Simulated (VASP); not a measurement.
# TaN (Fm-3m) in VASP: a series of runs, part 2 of 3

VASP 6.6.1.

### Step 5. Single point, PBE

This run uses another cell than the first one, of 10.55 Å³/atom, 1.085 times its volume.

Input file INCAR:

```
SYSTEM = TaN
PREC = Accurate
ENCUT = 520
EDIFF = 1E-6
ISMEAR = -1
SIGMA = 0.1
LREAL = .False.
LASPH = .True.
NELM = 80
ALGO = Normal
ISIF = 2
LWAVE = .False.
LCHARG = .False.
GGA = PE
NBANDS = 15
```

Input file KPOINTS:

```
Automatic mesh
0
Gamma
  11 11 11
  0 0 0
```

Input file POSCAR:

```
TaN
1.0
    0.0000000000      2.1934308841      2.1934308841
    2.1934308841      0.0000000000      2.1934308841
    2.1934308841      2.1934308841      0.0000000000
Ta N
1 1
Direct
    0.5000000000      0.5000000000      0.5000000000
    0.0000000000      0.0000000000      0.0000000000
```

Potentials or basis: VASP PAW PBE potentials, release 64 (Ta_pv, N).

On the command line:

```
$ cat potpaw_PBE.64/Ta_pv/POTCAR potpaw_PBE.64/N/POTCAR > POTCAR
$ mpirun -np 1 vasp_std > vasp.out
```

OUTCAR:

```text
SYSTEM = TaN
   PREC = Accurate
   ENCUT = 520
   EDIFF = 1E-6
   ISMEAR = -1
   LREAL = .False.
   LASPH = .True.
   NELM = 80
   ISIF = 2
   GGA = PE

 ion  position               nearest neighbor table
   1  0.500  0.500  0.500-   2 2.19   2 2.19   2 2.19   2 2.19   2 2.19   2 2.19
   2  0.000  0.000  0.000-   1 2.19   1 2.19   1 2.19   1 2.19   1 2.19   1 2.19

  LATTYP: Found a face centered cubic cell.
 ALAT       =     4.3868617682

  Lattice vectors:

 A1 = (   0.0000000000,   2.1934308841,   2.1934308841)
 A2 = (   2.1934308841,   0.0000000000,   2.1934308841)
 A3 = (   2.1934308841,   2.1934308841,   0.0000000000)

Analysis of symmetry for initial positions (statically):
=====================================================================
 Subroutine PRICEL returns:
 Original cell was already a primitive cell.

 Routine SETGRP: Setting up the symmetry group for a
 face centered cubic supercell.

 Subroutine GETGRP returns: Found 48 space group operations
 (whereof 48 operations were pure point group operations)
 out of a pool of 48 trial point group operations.

The static configuration has the point symmetry O_h .

Analysis of symmetry for dynamics (positions and initial velocities):
=====================================================================
 Subroutine PRICEL returns:
 Original cell was already a primitive cell.

 Routine SETGRP: Setting up the symmetry group for a
 face centered cubic supercell.

 Subroutine GETGRP returns: Found 48 space group operations
 (whereof 48 operations were pure point group operations)
 out of a pool of 48 trial point group operations.

The dynamic configuration has the point symmetry O_h .

 Subroutine INISYM returns: Found 48 space group operations
 (whereof 48 operations are pure point group operations),
 and found     1 'primitive' translations

----------------------------------------------------------------------------------------

                                     Primitive cell

  volume of cell :      21.1058

  direct lattice vectors                    reciprocal lattice vectors
     0.000000000  2.193430884  2.193430884    -0.227953387  0.227953387  0.227953387
     2.193430884  0.000000000  2.193430884     0.227953387 -0.227953387  0.227953387
     2.193430884  2.193430884  0.000000000     0.227953387  0.227953387 -0.227953387

  length of vectors
     3.101979704  3.101979704  3.101979704     0.394826849  0.394826849  0.394826849

  position of ions in fractional coordinates (direct lattice)
     0.500000000  0.500000000  0.500000000
     0.000000000  0.000000000  0.000000000

  ion indices of the primitive-cell ions
   primitive index   ion index
                 1           1
                 2           2

----------------------------------------------------------------------------------------

 KPOINTS: Automatic mesh

Automatic generation of k-mesh.
 Grid dimensions read from file:
 generate k-points for:   11   11   11

 Generating k-lattice:

  Cartesian coordinates                     Fractional coordinates (reciprocal lattice)
    -0.020723035  0.020723035  0.020723035     0.090909091  0.000000000  0.000000000
     0.020723035 -0.020723035  0.020723035     0.000000000  0.090909091  0.000000000
     0.020723035  0.020723035 -0.020723035     0.000000000  0.000000000  0.090909091

  Length of vectors
     0.035893350  0.035893350  0.035893350

  Shift w.r.t. Gamma in fractional coordinates (k-lattice)
     0.000000000  0.000000000  0.000000000

 Subroutine IBZKPT returns following result:
 ===========================================

 Found     56 irreducible k-points:

 Following reciprocal coordinates:
            Coordinates               Weight
  0.000000  0.000000  0.000000      1.000000
  0.090909  0.000000  0.000000      8.000000
  0.181818  0.000000  0.000000      8.000000
  0.272727  0.000000  0.000000      8.000000
  0.363636  0.000000  0.000000      8.000000
  0.454545  0.000000  0.000000      8.000000
[... 16 lines left out ...]
 -0.272727  0.181818  0.000000     24.000000
 -0.181818  0.181818  0.000000     12.000000
 [... further k-points ...]
   k-points           NKPTS =     56   k-points in BZ     NKDIM =     56   number of bands    NBANDS=     15
   number of dos      NEDOS =    301   number of ions     NIONS =      2
   total plane-waves  NPLWV =  13824
   dimension x,y,z NGX =    24 NGY =   24 NGZ =   24
   dimension x,y,z NGXF=    48 NGYF=   48 NGZF=   48
   ions per type =               1   1
   NGX,Y,Z   is equivalent  to a cutoff of  12.86, 12.86, 12.86 a.u.
   NGXF,Y,Z  is equivalent  to a cutoff of  25.72, 25.72, 25.72 a.u.
 SYSTEM =  TaN
   PREC   = accura    normal or accurate (medium, high low for compatibility)
   ISTART =      0    job   : 0-new  1-cont  2-samecut
   ICHARG =      2    charge: 1-file 2-atom 10-const
   ISPIN  =      1    spin polarized calculation?
   LNONCOLLINEAR =      F non collinear calculations
   LSORBIT =      F    spin-orbit coupling
   LASPH  =      T    aspherical Exc in radial PAW
   ENCUT  =  520.0 eV  38.22 Ry    6.18 a.u.   5.77  5.77  5.77*2*pi/ulx,y,z
   NELM   =     80;   NELMIN=  2; NELMDL= -5     # of ELM steps
   EDIFF  = 0.1E-05   stopping-criterion for ELM
   LREAL  =      F    real-space projection
   EDIFFG = 0.1E-04   stopping-criterion for IOM
   NSW    =      0    number of steps for IOM
   IBRION =     -1    ionic relax: 0-MD 1-quasi-New 2-CG
   NFREE  =      0    steps in history (QN), initial steepest desc. (CG)
   ISIF   =      2    stress and relaxation
   ISYM   =      2    0-nonsym 1-usesym 2-fastsym
   POTIM  = 0.5000    time-step for ionic-motion
   TEBEG  =    0.0;   TEEND  =   0.0 temperature during run
   PSTRESS=    0.0 pullay stress
   NELECT =      16.0000    total number of electrons
   NUPDOWN=      -1.0000    fix difference up-down
   EMIN   =  10.00;   EMAX   =-10.00  energy-range for DOS
   EFERMI =   0.00;   METHOD = LEGACY
   ISMEAR =    -1;   SIGMA  =   0.10  broadening in eV -4-tet -1-fermi 0-gaus
   EFERMI_NEDOS =   21; number of points for ismear=-14 and -15
   IALGO  =     38    algorithm
   IMIX   =      4    mixing-type and parameters
     AMIX     =   0.40;   BMIX     =  1.00
     AMIX_MAG =   1.60;   BMIX_MAG =  1.00
  volume/ion in A,a.u.               =      10.55        71.21
  Fermi-wavevector in a.u.,A,eV,Ry     =   1.492729  2.820848 30.317030  2.228239
  Thomas-Fermi vector in A             =   2.605220
   LORBIT       =      0    0 simple, 1 ext, 2 COOP (PROOUT), +10 PAW based schemes
   GGA     = PE    functional components
   LHFCALC =     F    Hartree Fock is set to
   AEXX    =    0.0000 exact exchange contribution
   IVDW    =     0    specifies the selected vdW correction
   LEPSILON=     F    determine dielectric tensor
   LRPA    =     F    only Hartree local field effects (RPA)
 non-spin polarized calculation
  energy-cutoff  :      520.00
  volume of cell :       21.11
 maximum number of plane-waves:       578
   NGX = 11   NGY = 11   NGZ = 11

 number of electron      16.0000002 magnetization

 Free energy of the ion-electron system (eV)
  ---------------------------------------------------
  ext. energy  EPLUGINS =         0.00000000
  ---------------------------------------------------
  free energy    TOTEN  =       -21.82155933 eV

  energy without entropy =      -21.79291554  energy(sigma->0) =      -21.80723744

 E-fermi :   9.6526     XC(G=0): -13.4789

 val. band max:        9.5824748104   @ k =  -0.3636   0.2727   0.0909
 cond. band min:       9.6986544434   @ k =   0.0000   0.0000   0.0000
 fundamental gap:      0.1161796329
 Fermi energy:         9.6526341795

 k-point     1 :       0.0000    0.0000    0.0000
  band No.  band energies     occupation
      1     -26.1294      2.00000
      2     -26.1294      2.00000
      3     -26.1294      2.00000
      4      -9.2940      2.00000
      5       5.7829      2.00000
      6       5.7829      2.00000
      7       5.7829      2.00000
      8       7.5059      2.00000
      9       7.5059      2.00000
     10       7.5059      2.00000
     11       9.6987      0.77388
     12       9.6987      0.77387
     13      11.2145      0.00000
     14      19.0390      0.00000
     15      22.0149      0.00000
[... 397 lines left out ...]
 k-point    24 :      -0.1818    0.1818    0.0000
  band No.  band energies     occupation
      1     -26.6194      2.00000
      2     -26.3160      2.00000
      3     -26.1648      2.00000
      4      -7.6302      2.00000
      5       1.3161      2.00000
      6       2.7384      2.00000
      7       3.5259      2.00000
      8       8.9288      1.99856
      9       9.3125      1.93550
     10      11.0397      0.00000
     11      11.5453      0.00000
     12      15.3133      0.00000
     13      15.5989      0.00000
     14      22.0029      0.00000
     15      22.9861      0.00000

 [... further k-points ...]
[... 5 lines left out ...]
  --------------------------------------------------------------------------------------
  -------------------------------------------------------------------------------------
  Total        1.0749340      1.0749340      1.0749340     -0.0000000     -0.0000000      0.0000000
  in kB       81.6000668     81.6000668     81.6000668     -0.0000000     -0.0000000      0.0000000
  external PRESSURE =      81.6000668 kB  Pullay stress =       0.0000000 kB

 VOLUME and BASIS-vectors are now :
 -----------------------------------------------------------------------------
  energy-cutoff  :      520.00
  volume of cell :       21.11
      direct lattice vectors                 reciprocal lattice vectors
     0.000000000  2.193430884  2.193430884    -0.227953387  0.227953387  0.227953387
     2.193430884  0.000000000  2.193430884     0.227953387 -0.227953387  0.227953387
     2.193430884  2.193430884  0.000000000     0.227953387  0.227953387 -0.227953387

 POSITION                                       TOTAL-FORCE (eV/Angst)
 -----------------------------------------------------------------------------------
      2.19343      2.19343      2.19343        -0.000000      0.000000      0.000000
      0.00000      0.00000      0.00000         0.000000      0.000000     -0.000000
 -----------------------------------------------------------------------------------
    total drift:                                0.000000     -0.000000     -0.000000

  FREE ENERGIE OF THE ION-ELECTRON SYSTEM (eV)
  ---------------------------------------------------
  free  energy   TOTEN  =       -21.8215593343 eV

  energy  without entropy=      -21.7929155377  energy(sigma->0) =      -21.80723744
```

It took 11 s on 1 thread of AMD EPYC 9R45 (Zen 5), shared host; peak memory 0.12 GiB.

Results:

- Free energy: -21.8216 eV
- Pressure: 8.2 GPa
- Band gap on the k mesh: zero (band 8 reaches 11.33 eV, above the bottom of band 9 at 7.51 eV)

Caveat: spin-orbit coupling is left out, which moves the levels of the heavy elements.

(Continued in part 3 of 3.)
